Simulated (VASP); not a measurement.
Wanted: the native input for a VASP 6.6.1 run.

* Task: single point
* Functional: PBE
* Potentials or basis: VASP PAW PBE potentials, release 64 (Be, H)
* Cutoff: 520 eV
* k mesh: 5 × 5 × 3
* Occupations: gaussian, width 0.1 eV
* Spin: no spin polarisation
* Dipole correction: no
* Further INCAR settings: LREAL = Auto; ALGO = Normal; EDIFF = 1e-07; NBANDS = 30

The structure of Be16H (a cell with a defect) lies in POSCAR:

```
Be16H
1.0
   -2.2900000000     -3.9663960000      0.0000000000
    3.4350000000     -1.9831980000      0.0000000000
    0.0000000000      0.0000000000      7.1768600000
Be H
16 1
Direct
    0.7499685657      0.4982561908     -0.0010549182
    0.5108218711      0.3304038093      0.2472223229
    0.7501892560      0.4976877427      0.5017072926
    0.5014604059      0.3343506054      0.7502527568
    0.5032672201     -0.0023412128     -0.0022936214
    0.2587655025      0.8193138284      0.2463846306
    0.5079838032     -0.0063356887      0.5056845194
    0.2508061197      0.8381738032      0.7516785892
    0.2517532838      0.5018358137     -0.0044529223
   -0.0113497880      0.3500788895      0.2457229206
    0.2522614461      0.5097454764      0.5048836121
    0.0006524272      0.3347679937      0.7496756242
    0.0005079995     -0.0012555112     -0.0021261387
    0.7475972140      0.8331530189      0.2508974677
   -0.0029987733     -0.0046070425      0.5045001575
    0.7516676131      0.8284506067      0.7533117547
    0.2375748418      0.1687043341      0.3131459998
```

One way to write it, as run:

INCAR

```
SYSTEM = Be16H
  ALGO = Normal
  EDIFF = 1E-7
  ENCUT = 520
  GGA = PE
  ISIF = 2
  ISMEAR = 0
  LASPH = .True.
  LCHARG = .False.
  LREAL = Auto
  LWAVE = .False.
  NBANDS = 30
  NELM = 60
  PREC = Accurate
  SIGMA = 0.1
```

KPOINTS

```
k-points
0
Gamma
  5 5 3
  0 0 0
```

Potentials or basis: VASP PAW PBE potentials, release 64 (Be, H).

Launch:

```sh
$ cat potpaw_PBE.64/Be/POTCAR potpaw_PBE.64/H/POTCAR > POTCAR
$ mpirun -np 1 vasp_std > vasp.out
```

Results of the run:

The pressure is 0.8 GPa. The largest force is 0.820 eV/Å.

Wall time 2.4 min on 1 thread of Intel(R) Xeon(R) 6975P-C (Granite Rapids) (shared host), peak memory 0.27 GiB.
